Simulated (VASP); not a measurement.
# CdS (F-43m) in VASP: a series of runs, part 2 of 2

VASP 6.6.1.

## Step 3: Single point, PBEsol

This run uses another cell than the first one, of 23.33 Å³/atom.

Contents of INCAR:

```
PREC     = Accurate       # precision mode
ENCUT    = 520            # plane-wave cutoff, eV
EDIFF    = 1E-6           # SCF threshold, eV
ISMEAR   = 0              # smearing method
SIGMA    = 0.01           # smearing width, eV
LREAL    = F              # projectors in reciprocal space
LASPH    = T              # aspherical terms in the spheres
NELM     = 100            # most SCF steps
ALGO     = Normal         # electronic algorithm
ISIF     = 2              # what is computed and relaxed
LWAVE    = F              # write WAVECAR
LCHARG   = T              # write CHGCAR
GGA      = PS             # functional
LELF     = T              # ELF
LVHAR    = T            
NBANDS   = 16             # bands
```

Contents of KPOINTS:

```
Automatic mesh
0
Gamma
  8 8 8
```

Contents of POSCAR:

```
CdS
1.0
    2.8572573458      2.8572573458      0.0000000000
   -2.8572573458      2.8572573458      0.0000000000
    0.0000000000      2.8572573458      2.8572573458
Cd S
1 1
Direct
    0.0000000000      0.0000000000      0.0000000000
    0.7500000000      0.2500000000      0.5000000000
```

Potentials or basis: VASP PAW PBE potentials, release 64 (Cd, S).

Run with:

```
$ cat potpaw_PBE.64/Cd/POTCAR potpaw_PBE.64/S/POTCAR > POTCAR
$ mpirun -np 1 vasp_std > vasp.out
```

OUTCAR:

```text
PREC = Accurate
   ENCUT = 520
   EDIFF = 1E-6
   ISMEAR = 0
   LREAL = F
   LASPH = T
   NELM = 100
   ISIF = 2
   GGA = PS

 ion  position               nearest neighbor table
   1  0.000  0.000  0.000-   2 2.47   2 2.47   2 2.47   2 2.47
   2  0.750  0.250  0.500-   1 2.47   1 2.47   1 2.47   1 2.47

  LATTYP: Found a face centered cubic cell.
 ALAT       =     5.7145146916

  Lattice vectors:

 A1 = (   0.0000000000,   2.8572573458,   2.8572573458)
 A2 = (   2.8572573458,   0.0000000000,   2.8572573458)
 A3 = (   2.8572573458,   2.8572573458,   0.0000000000)

Analysis of symmetry for initial positions (statically):
=====================================================================
 Subroutine PRICEL returns:
 Original cell was already a primitive cell.

 Routine SETGRP: Setting up the symmetry group for a
 face centered cubic supercell.

 Subroutine GETGRP returns: Found 24 space group operations
 (whereof 24 operations were pure point group operations)
 out of a pool of 48 trial point group operations.

The static configuration has the point symmetry T_d .

Analysis of symmetry for dynamics (positions and initial velocities):
[... 161 lines left out ...]
 val. band max:        1.7660979873   @ k =   0.0000   0.0000   0.0000
 cond. band min:       2.8994784102   @ k =   0.0000   0.0000   0.0000
 fundamental gap:      1.1333804229
 Fermi energy:         1.8628866343

 k-point     1 :       0.0000    0.0000    0.0000
  band No.  band energies     occupation
      1     -11.0237      2.00000
      2      -6.2205      2.00000
      3      -6.2205      2.00000
      4      -6.2205      2.00000
      5      -5.6424      2.00000
      6      -5.6424      2.00000
[... 433 lines left out ...]
      3      -5.9813      2.00000
      4      -5.6794      2.00000
      5      -5.6116      2.00000
      6      -5.0677      2.00000
[... 8 lines left out ...]
     15      14.1052      0.00000
     16      15.0866      0.00000

 [... further k-points ...]

------------------------ aborting loop because EDIFF is reached ----------------------------------------

  FORCE on cell =-STRESS in cart. coord.  units (eV):
  Direction    XX          YY          ZZ          XY          YZ          ZX
  --------------------------------------------------------------------------------------
  -------------------------------------------------------------------------------------
  Total        1.3116385      1.3116385      1.3116385     -0.0000000      0.0000000      0.0000000
  in kB       45.0450077     45.0450077     45.0450077     -0.0000000      0.0000000      0.0000000
  external PRESSURE =      45.0450077 kB  Pullay stress =       0.0000000 kB

 VOLUME and BASIS-vectors are now :
 -----------------------------------------------------------------------------
  energy-cutoff  :      520.00
  volume of cell :       46.65
      direct lattice vectors                 reciprocal lattice vectors
     2.857257346  2.857257346  0.000000000     0.174992988  0.174992988 -0.174992988
    -2.857257346  2.857257346  0.000000000    -0.174992988  0.174992988 -0.174992988
     0.000000000  2.857257346  2.857257346     0.000000000  0.000000000  0.349985976

 POSITION                                       TOTAL-FORCE (eV/Angst)
 -----------------------------------------------------------------------------------
      0.00000      0.00000      0.00000        -0.000000      0.000000     -0.000000
      1.42863      4.28589      1.42863         0.000000     -0.000000      0.000000
 -----------------------------------------------------------------------------------
    total drift:                                0.000001     -0.000000     -0.000000

  FREE ENERGIE OF THE ION-ELECTRON SYSTEM (eV)
  ---------------------------------------------------
  free  energy   TOTEN  =        -6.7724350905 eV

  energy  without entropy=       -6.7724350905  energy(sigma->0) =       -6.77243509
```

stdout:

```text
POSCAR found type information on POSCAR CdS
 POSCAR found :  2 types and       2 ions
 scaLAPACK will be used
 -----------------------------------------------------------------------------
|                                                                             |
|                                                                             |
|     You enforced a specific xc type in the INCAR file but a different       |
|     I HOPE YOU KNOW WHAT YOU ARE DOING!                                     |
|                                                                             |
 -----------------------------------------------------------------------------

 LDA part: xc-table for (Slater+PW92), standard interpolation
 POSCAR, INCAR and KPOINTS ok, starting setup
 FFT: planning ... GRIDC
 FFT: planning ... GRID_SOFT
 FFT: planning ... GRID
 WAVECAR not read
 entering main loop
```

Run time: 36 s. Hardware: 1 thread of Intel Xeon 8259CL, shared host; peak memory 0.17 GiB.

Results:

```
Free energy            : -6.7724 eV
Pressure               : 4.5 GPa
Band gap on the k mesh : 1.13 eV
```

Caveat: the cell stands under pressure; the PAW data sets were made with another functional, which shifts forces and pressure a little.
